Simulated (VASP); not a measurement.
Input of a VASP 6.6.1 run:

File INCAR:

```
SYSTEM = ZnCu2SnS4
PREC = Accurate ; ENCUT = 520
EDIFF = 1E-6 ; ISMEAR = 1
SIGMA = 0.0594 ; LREAL = .FALSE.
LASPH = .TRUE. ; NELM = 150
ALGO = Normal ; ISIF = 2
LWAVE = .FALSE. ; LCHARG = .TRUE.
ISPIN = 2 ; MAGMOM = 0 0 0 0 0 0 0 0
LORBIT = 11 ; LMAXMIX = 4
LDAU = .TRUE. ; LDAUTYPE = 2
LDAUL = 2 -1 -1 -1 ; LDAUU = 2.79 0 0 0
LDAUJ = 0 0 0 0 ; LDAUPRINT = 1
GGA = RP ; LELF = .TRUE.
LVHAR = .TRUE. ; NBANDS = 50
```

The input KPOINTS:

```
Automatic mesh
0
G
  5 5 5
  0 0 0
```

POSCAR

```
ZnCu2SnS4
1.0
   -2.7351253000      2.7351253000      5.4607882400
    2.7351253000     -2.7351253000      5.4607882400
    2.7351253000      2.7351253000     -5.4607882400
Cu Zn Sn S
2 1 1 4
Direct
    0.0000000000      0.0000000000      0.0000000000
    0.7500000000      0.2500000000      0.5000000000
    0.2500000000      0.7500000000      0.5000000000
    0.5000000000      0.5000000000      0.0000000000
    0.3716100000      0.8844100000      0.9996000000
    0.1155900000      0.1151900000      0.4872000000
    0.8848100000      0.3720100000      0.0004000000
    0.6279900000      0.6283900000      0.5128000000
```

Potentials or basis: VASP PAW PBE potentials, release 64 (Cu, Zn, Sn_d, S).

Command:

```sh
$ cat potpaw_PBE.64/Cu/POTCAR potpaw_PBE.64/Zn/POTCAR potpaw_PBE.64/Sn_d/POTCAR potpaw_PBE.64/S/POTCAR > POTCAR
$ mpirun -np 1 vasp_std > vasp.out
```

Question: What does it give for the largest force?

Answer: 0.344 eV/Å.

Question: What does it give for the net moment?

Answer: 0.00 μB per cell.

Question: What does it give for the band gap on the k mesh?

Answer: 0.58 eV.

Question: Predict the pressure.

Answer: 3.1 GPa.

Stress tensor (GPa, compression positive):
```
3.12 0.00 0.00
0.00 3.12 0.00
0.00 0.00 2.97
```

Caveat: the cell stands under pressure; semilocal functionals underestimate gaps, and a narrow one can read as zero; the PAW data sets were made with another functional, which shifts forces and pressure a little; spin-orbit coupling is left out, which moves the levels of the heavy elements.
